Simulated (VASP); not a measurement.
Crystal: Sb3Se.

```
Sb Se
1.0
     0.00000    4.21474    4.21474
     4.21474    0.00000    4.21474
     4.21474    4.21474    0.00000
Sb Se
3 1
Direct
  0.50000 0.50000 0.50000
  0.75000 0.75000 0.75000
  0.25000 0.25000 0.25000
  0.00000 0.00000 0.00000
```

The cell was generated, and may not be a known phase.

| Quantity | Value |
| --- | --- |
| Program | VASP 6.6.1 |
| Task | relaxation of cell and atoms |
| Functional | PBE |
| Potentials or basis | VASP PAW PBE potentials, release 64 (Sb, Se) |
| Cutoff | 600 eV |
| k mesh | 4 × 4 × 4 |
| Occupations | gaussian, width 0.1 eV |
| Spin | no spin polarisation |

At the start: pressure -10.3 GPa; volume 37.44 Å³/atom.

Q: Where does the relaxation end?

A: Over 3 steps the energy falls by 551.0 meV/atom and the volume is 25.61 Å³/atom (-31.6 %); space group Fm-3m (No. 225, to 0.1 Å) before and after.

Step by step:
| step | energy change (eV) | largest force (eV/Å) | pressure (GPa) | volume (Å³) |
| --- | --- | --- | --- | --- |
| 1 | 0.0000 | 0.0000 | -10.30 | 149.74 |
| 2 | -2.2019 | 0.0000 | -0.63 | 103.41 |
| 3 | -2.2039 | 0.0000 | -0.02 | 102.45 |

Final structure:
```
Sb Se
1.0
     0.00000    3.71393    3.71393
     3.71393    0.00000    3.71393
     3.71393    3.71393    0.00000
Sb Se
3 1
Direct
  0.50000 0.50000 0.50000
  0.75000 0.75000 0.75000
  0.25000 0.25000 0.25000
  0.00000 0.00000 0.00000
```

Caveat: the volume moved by over 15 % at a fixed basis, so the end points are rough; an odd number of electrons without spin polarisation forces a metal; a magnetic or distorted state may lie lower.
